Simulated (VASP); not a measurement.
A run of VASP 6.6.1 is set up as follows.

INCAR

```
SYSTEM = CdS
PREC = Accurate
ENCUT = 520
EDIFF = 1E-8
ISMEAR = -1
SIGMA = 0.03
LREAL = .False.
LASPH = .True.
NELM = 100
ALGO = Normal
ISIF = 2
LWAVE = .False.
LCHARG = .False.
GGA = PE
LEFG = .True.
NBANDS = 16
```

Contents of KPOINTS:

```
Automatic mesh
0
Gamma
  9 9 9
  0 0 0
```

File POSCAR:

```
CdS
1.0
    0.0000000000      2.8511009115      2.8511009115
    2.8511009115      0.0000000000      2.8511009115
    2.8511009115      2.8511009115      0.0000000000
Cd S
1 1
Direct
    0.0000000000      0.0000000000      0.0000000000
    0.7500000000      0.7500000000      0.7500000000
```

Potentials or basis: VASP PAW PBE potentials, release 64 (Cd, S).

Command:

```console
$ cat potpaw_PBE.64/Cd/POTCAR potpaw_PBE.64/S/POTCAR > POTCAR
$ mpirun -np 1 vasp_std > vasp.out
```

Estimate the band gap on the k mesh.

1.30 eV.

Predict the pressure.

8.6 GPa.

Caveat: the cell stands under pressure.
